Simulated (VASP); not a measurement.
# K (R-3m) in VASP: further runs

Runs on K. Level: PBE+D3(BJ). Tasks: single point.

Program: VASP 6.6.1. These are calculated values, not measurements. Logs are shortened: lines on timing, memory, paths and dates and some standing lists are left out, and cuts for length are marked.

### 1 The cell of the first run

It takes space group R-3m (No. 166, trigonal). The conventional cell has a = 3.807 Å, b = 3.807 Å, c = 18.652 Å, α = 90.00°, β = 90.00°, γ = 120.00°. Within 5.0 Å of K (site symmetry -3m) lie 6 K at 3.81 Å.

### 2 Single point, PBE+D3(BJ)

Input file INCAR:

```
SYSTEM = K
  PREC = Accurate
  ENCUT = 520
  EDIFF = 1E-7
  ISMEAR = 0
  SIGMA = 0.15
  LREAL = .False.
  LASPH = .True.
  NELM = 100
  ALGO = Normal
  ISIF = 2
  LWAVE = .False.
  LCHARG = .False.
  GGA = PE
  IVDW = 12
  NBANDS = 10
```

Input file KPOINTS:

```
regular mesh
0
Gamma
  14 14 14
  0 0 0
```

Input file POSCAR:

```
K
1.0
    1.7947541598      4.4868853995      4.4868853995
    4.4868853995      1.7947541598      4.4868853995
    4.4868853995      4.4868853995      1.7947541598
K
1
Direct
    0.0000000000      0.0000000000      0.0000000000
```

Potentials or basis: VASP PAW PBE potentials, release 64 (K_sv).

Command:

```sh
> cat potpaw_PBE.64/K_sv/POTCAR > POTCAR
> mpirun -np 1 vasp_std > vasp.out
```

OUTCAR:

```text
SYSTEM = K
   PREC = Accurate
   ENCUT = 520
   EDIFF = 1E-7
   ISMEAR = 0
   LREAL = .False.
   LASPH = .True.
   NELM = 100
   ISIF = 2
   GGA = PE
   IVDW = 12
 IVDW          = 12

 ion  position               nearest neighbor table
   1  0.000  0.000  0.000-

  LATTYP: Found a trigonal (rhomboedric) cell.
 ALAT       =     6.5943478579
 COS(alpha) =     0.8333333333

  Lattice vectors:

 A1 = (   1.7947541598,   4.4868853995,   4.4868853995)
 A2 = (   4.4868853995,   1.7947541598,   4.4868853995)
 A3 = (   4.4868853995,   4.4868853995,   1.7947541598)

Analysis of symmetry for initial positions (statically):
=====================================================================
 Subroutine PRICEL returns:
 Original cell was already a primitive cell.

 Routine SETGRP: Setting up the symmetry group for a
 trigonal (rhombohedral) supercell.

 Subroutine GETGRP returns: Found 12 space group operations
 (whereof 12 operations were pure point group operations)
 out of a pool of 12 trial point group operations.

The static configuration has the point symmetry D_3d.

Analysis of symmetry for dynamics (positions and initial velocities):
=====================================================================
 Subroutine PRICEL returns:
 Original cell was already a primitive cell.

 Routine SETGRP: Setting up the symmetry group for a
 trigonal (rhombohedral) supercell.

 Subroutine GETGRP returns: Found 12 space group operations
 (whereof 12 operations were pure point group operations)
 out of a pool of 12 trial point group operations.

The dynamic configuration has the point symmetry D_3d.

 Subroutine INISYM returns: Found 12 space group operations
 (whereof 12 operations are pure point group operations),
 and found     1 'primitive' translations

----------------------------------------------------------------------------------------

                                     Primitive cell

  volume of cell :      78.0456

  direct lattice vectors                    reciprocal lattice vectors
     1.794754160  4.486885400  4.486885400    -0.216680868  0.154772048  0.154772048
     4.486885400  1.794754160  4.486885400     0.154772048 -0.216680868  0.154772048
     4.486885400  4.486885400  1.794754160     0.154772048  0.154772048 -0.216680868

  length of vectors
     6.594347858  6.594347858  6.594347858     0.307992488  0.307992488  0.307992488

  position of ions in fractional coordinates (direct lattice)
     0.000000000  0.000000000  0.000000000

  ion indices of the primitive-cell ions
   primitive index   ion index
                 1           1

----------------------------------------------------------------------------------------

 KPOINTS: regular mesh

Automatic generation of k-mesh.
 Grid dimensions read from file:
 generate k-points for:   14   14   14

 Generating k-lattice:

  Cartesian coordinates                     Fractional coordinates (reciprocal lattice)
    -0.015477205  0.011055146  0.011055146     0.071428571  0.000000000 -0.000000000
     0.011055146 -0.015477205  0.011055146     0.000000000  0.071428571 -0.000000000
     0.011055146  0.011055146 -0.015477205     0.000000000  0.000000000  0.071428571

  Length of vectors
     0.021999463  0.021999463  0.021999463

  Shift w.r.t. Gamma in fractional coordinates (k-lattice)
     0.000000000  0.000000000  0.000000000

 Subroutine IBZKPT returns following result:
 ===========================================

 Found    288 irreducible k-points:

 Following reciprocal coordinates:
            Coordinates               Weight
  0.000000  0.000000  0.000000      1.000000
  0.071429 -0.000000 -0.000000      6.000000
  0.142857  0.000000  0.000000      6.000000
  0.214286  0.000000  0.000000      6.000000
  0.285714  0.000000  0.000000      6.000000
  0.357143  0.000000  0.000000      6.000000
[... 16 lines left out ...]
  0.214286  0.142857 -0.000000     12.000000
  0.285714  0.142857  0.000000     12.000000
 [... further k-points ...]
   k-points           NKPTS =    288   k-points in BZ     NKDIM =    288   number of bands    NBANDS=     10
   number of dos      NEDOS =    301   number of ions     NIONS =      1
   total plane-waves  NPLWV = 125000
   dimension x,y,z NGX =    50 NGY =   50 NGZ =   50
   dimension x,y,z NGXF=   100 NGYF=  100 NGZF=  100
   ions per type =               1
   NGX,Y,Z   is equivalent  to a cutoff of  12.61, 12.61, 12.61 a.u.
   NGXF,Y,Z  is equivalent  to a cutoff of  25.21, 25.21, 25.21 a.u.
 SYSTEM =  K
   PREC   = accura    normal or accurate (medium, high low for compatibility)
   ISTART =      0    job   : 0-new  1-cont  2-samecut
   ICHARG =      2    charge: 1-file 2-atom 10-const
   ISPIN  =      1    spin polarized calculation?
   LNONCOLLINEAR =      F non collinear calculations
   LSORBIT =      F    spin-orbit coupling
   LASPH  =      T    aspherical Exc in radial PAW
   ENCUT  =  520.0 eV  38.22 Ry    6.18 a.u.  12.26 12.26 12.26*2*pi/ulx,y,z
   NELM   =    100;   NELMIN=  2; NELMDL= -5     # of ELM steps
   EDIFF  = 0.1E-06   stopping-criterion for ELM
   LREAL  =      F    real-space projection
   EDIFFG = 0.1E-05   stopping-criterion for IOM
   NSW    =      0    number of steps for IOM
   IBRION =     -1    ionic relax: 0-MD 1-quasi-New 2-CG
   NFREE  =      0    steps in history (QN), initial steepest desc. (CG)
   ISIF   =      2    stress and relaxation
   ISYM   =      2    0-nonsym 1-usesym 2-fastsym
   POTIM  = 0.5000    time-step for ionic-motion
   TEBEG  =    0.0;   TEEND  =   0.0 temperature during run
   PSTRESS=    0.0 pullay stress
   NELECT =       9.0000    total number of electrons
   NUPDOWN=      -1.0000    fix difference up-down
   EMIN   =  10.00;   EMAX   =-10.00  energy-range for DOS
   EFERMI =   0.00;   METHOD = LEGACY
   ISMEAR =     0;   SIGMA  =   0.15  broadening in eV -4-tet -1-fermi 0-gaus
   EFERMI_NEDOS =   21; number of points for ismear=-14 and -15
   IALGO  =     38    algorithm
   IMIX   =      4    mixing-type and parameters
     AMIX     =   0.40;   BMIX     =  1.00
     AMIX_MAG =   1.60;   BMIX_MAG =  1.00
  volume/ion in A,a.u.               =      78.05       526.68
  Fermi-wavevector in a.u.,A,eV,Ry     =   0.796843  1.505815  8.639139  0.634959
  Thomas-Fermi vector in A             =   1.903445
   LORBIT       =      0    0 simple, 1 ext, 2 COOP (PROOUT), +10 PAW based schemes
   GGA     = PE    functional components
   LHFCALC =     F    Hartree Fock is set to
   AEXX    =    0.0000 exact exchange contribution
   IVDW    =    12    specifies the selected vdW correction
   LEPSILON=     F    determine dielectric tensor
   LRPA    =     F    only Hartree local field effects (RPA)
 non-spin polarized calculation
 Gauss-broadening in eV      SIGMA  =   0.15
  energy-cutoff  :      520.00
  volume of cell :       78.05
 maximum number of plane-waves:      2123
 NGX is ok and might be reduce to    50
   NGX = 25   NGY = 25   NGZ = 25

 number of electron       8.9999999 magnetization

 Free energy of the ion-electron system (eV)
  ---------------------------------------------------
  ext. energy  EPLUGINS =         0.00000000
  ---------------------------------------------------
  free energy    TOTEN  =        -0.62641010 eV

  energy without entropy =       -0.61639972  energy(sigma->0) =       -0.62140491

 E-fermi :  -0.1332     XC(G=0):  -5.3441

 val. band max:       -0.1475106303   @ k =  -0.1429   0.2857   0.1429
 cond. band min:      -0.1311708065   @ k =  -0.0714   0.3571   0.0714
 fundamental gap:      0.0163398238
 Fermi energy:        -0.1331511388

 k-point     1 :       0.0000    0.0000    0.0000
  band No.  band energies     occupation
      1     -32.6727      2.00000
      2     -16.1416      2.00000
      3     -15.9977      2.00000
      4     -15.9977      2.00000
      5      -2.3428      2.00000
      6       1.1863      0.00000
      7       1.7897      0.00000
      8       4.4015      0.00000
      9       4.4015      0.00000
     10       6.2198      0.00000

 k-point     2 :       0.0714   -0.0000   -0.0000
  band No.  band energies     occupation
      1     -32.6708      2.00000
      2     -16.1387      2.00000
      3     -16.0171      2.00000
      4     -16.0019      2.00000
      5      -2.2518      2.00000
      6       1.2363      0.00000
      7       1.8341      0.00000
      8       4.2188      0.00000
      9       4.4868      0.00000
     10       6.1751      0.00000

 k-point     3 :       0.1429    0.0000    0.0000
  band No.  band energies     occupation
      1     -32.6653      2.00000
      2     -16.1304      2.00000
      3     -16.0710      2.00000
      4     -16.0137      2.00000
      5      -1.9852      2.00000
      6       1.3647      0.00000
      7       1.9824      0.00000
      8       3.7806      0.00000
      9       4.7393      0.00000
     10       6.0314      0.00000

 k-point     4 :       0.2143    0.0000    0.0000
  band No.  band energies     occupation
      1     -32.6574      2.00000
      2     -16.1476      2.00000
      3     -16.1184      2.00000
      4     -16.0307      2.00000
      5      -1.5607      2.00000
      6       1.5213      0.00000
      7       2.2536      0.00000
      8       3.2723      0.00000
      9       5.1483      0.00000
     10       5.7497      0.00000

 k-point     5 :       0.2857    0.0000    0.0000
  band No.  band energies     occupation
      1     -32.6485      2.00000
      2     -16.2309      2.00000
      3     -16.1051      2.00000
      4     -16.0494      2.00000
      5      -1.0060      2.00000
      6       1.6731      0.00000
      7       2.4982      0.00000
      8       2.9241      0.00000
      9       5.3097      0.00000
     10       5.6618      0.00000

 k-point     6 :       0.3571    0.0000    0.0000
  band No.  band energies     occupation
      1     -32.6405      2.00000
      2     -16.3045      2.00000
      3     -16.0931      2.00000
      4     -16.0662      2.00000
      5      -0.3600      1.96756
      6       1.8036      0.00000
      7       2.1993      0.00000
      8       3.1720      0.00000
      9       4.8012      0.00000
     10       5.5039      0.00000
[... 183 lines left out ...]
 k-point    21 :      -0.0714    0.0714    0.0000
  band No.  band energies     occupation
      1     -32.6671      2.00000
      2     -16.1330      2.00000
      3     -16.0530      2.00000
      4     -16.0107      2.00000
      5      -2.0789      2.00000
      6       1.4230      0.00000
      7       1.8336      0.00000
      8       3.9124      0.00000
      9       4.6557      0.00000
     10       6.0545      0.00000

 k-point    22 :       0.1429    0.1429   -0.0000
  band No.  band energies     occupation
      1     -32.6653      2.00000
      2     -16.1305      2.00000
      3     -16.0710      2.00000
      4     -16.0137      2.00000
      5      -1.9614      2.00000
      6       1.1377      0.00000
      7       2.2080      0.00000
      8       3.7855      0.00000
      9       4.7353      0.00000
     10       5.9666      0.00000

 k-point    23 :       0.2143    0.1429   -0.0000
  band No.  band energies     occupation
      1     -32.6603      2.00000
      2     -16.1231      2.00000
      3     -16.1163      2.00000
      4     -16.0271      2.00000
      5      -1.6912      2.00000
      6       1.1847      0.00000
      7       2.4286      0.00000
      8       3.4527      0.00000
      9       4.9823      0.00000
     10       5.7531      0.00000

 k-point    24 :       0.2857    0.1429    0.0000
  band No.  band energies     occupation
      1     -32.6532      2.00000
      2     -16.1768      2.00000
      3     -16.1123      2.00000
      4     -16.0503      2.00000
      5      -1.2655      2.00000
      6       1.3148      0.00000
      7       2.7311      0.00000
      8       3.0291      0.00000
      9       5.3588      0.00000
     10       5.4384      0.00000

 [... further k-points ...]

------------------------ aborting loop because EDIFF is reached ----------------------------------------

 Edisp (eV)   -0.09499

 E8    (eV) :    -0.0490

  FORCE on cell =-STRESS in cart. coord.  units (eV):
  Direction    XX          YY          ZZ          XY          YZ          ZX
  --------------------------------------------------------------------------------------
  -------------------------------------------------------------------------------------
  Total       0.72558     0.72558     0.72558    -0.62361    -0.62361    -0.62361
  in kB      14.89526    14.89526    14.89526   -12.80188   -12.80188   -12.80188
  external pressure =       14.90 kB  Pullay stress =        0.00 kB

 VOLUME and BASIS-vectors are now :
 -----------------------------------------------------------------------------
  energy-cutoff  :      520.00
  volume of cell :       78.05
      direct lattice vectors                 reciprocal lattice vectors
     1.794754160  4.486885400  4.486885400    -0.216680868  0.154772048  0.154772048
     4.486885400  1.794754160  4.486885400     0.154772048 -0.216680868  0.154772048
     4.486885400  4.486885400  1.794754160     0.154772048  0.154772048 -0.216680868

 POSITION                                       TOTAL-FORCE (eV/Angst)
 -----------------------------------------------------------------------------------
      0.00000      0.00000      0.00000        -0.000000     -0.000000     -0.000000
 -----------------------------------------------------------------------------------
    total drift:                               -0.000000     -0.000000     -0.000000

  FREE ENERGIE OF THE ION-ELECTRON SYSTEM (eV)
  ---------------------------------------------------
  free  energy   TOTEN  =        -0.7213989721 eV

  energy  without entropy=       -0.7113885868  energy(sigma->0) =       -0.71639378
```

Wall time 17 min (1 thread of AMD EPYC 7R43 (Zen 3), shared host); peak memory 0.44 GiB.

What came out:

| Property | Result |
| --- | --- |
| Free energy | -0.7214 eV |
| Pressure | 1.5 GPa |
| Dispersion energy per atom | -0.095 eV |

Stress tensor (GPa, compression positive):
```
 1.49 -1.28 -1.28
-1.28  1.49 -1.28
-1.28 -1.28  1.49
```

Levels at points of the mesh, in eV from the Fermi level:
```
           k point  band 3  band 4  band 5  band 6  band 7  band 8
(0.00, 0.00, 0.00)  -15.86  -15.86   -2.21    1.32    1.92    4.53
(0.50, 0.00, 0.00)  -15.95  -15.95    0.88    1.53    2.09    3.57
(0.50, 0.50, 0.00)  -15.95  -15.95    1.00    1.72    1.80    3.53
(0.50, 0.50, 0.50)  -15.86  -15.86   -1.69   -0.40    3.49    4.53
```

Caveat: pairwise dispersion overbinds metals, which lowers pressure and volume.

[end of part 1 of 2]
